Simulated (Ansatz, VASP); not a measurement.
**BiRu: VASP beside Ansatz**

```
CELL_PARAMETERS angstrom
0.00000 2.40848 2.40848
2.40848 0.00000 2.40848
2.40848 2.40848 0.00000
ATOMIC_POSITIONS crystal
Ru 0.00000 0.00000 0.00000
Bi 0.50000 0.50000 0.50000
```

Change from the starting cell: volume scaled by 0.7, PAW files.

Alike in both runs: task single point; functional LDA; k mesh 13 × 13 × 13; occupations fermi-dirac, width 0.08 eV; no spin polarisation.

|  | VASP | Ansatz |
| --- | --- | --- |
| version | VASP 6.6.1 | Ansatz 0.2.0 |
| potentials or method | VASP PAW LDA potentials, release 64 (Ru_pv, Bi_d) | PAW with Ansatz's default frozen-core files, scalar-relativistic |
| plane-wave cutoff (eV) | 520 | 420 |
| valence electrons in the cell | 29 | 31 |

VASP gave:

* pressure (GPa): 123.5

Estimate Ansatz's values.

pressure (GPa): 121.1.

LDA's correlation is that of Perdew and Zunger in VASP and of Perdew and Wang (1992) in Ansatz. Both programs put the cell under a high pressure, so it lies far from rest at this level. VASP's potentials hold 29 valence electrons a cell and Ansatz's 31, so a difference there can come from the potentials and not from the codes.

Neither program's run includes spin-orbit coupling. Noted on VASP's run: the cell as given lies far from equilibrium.
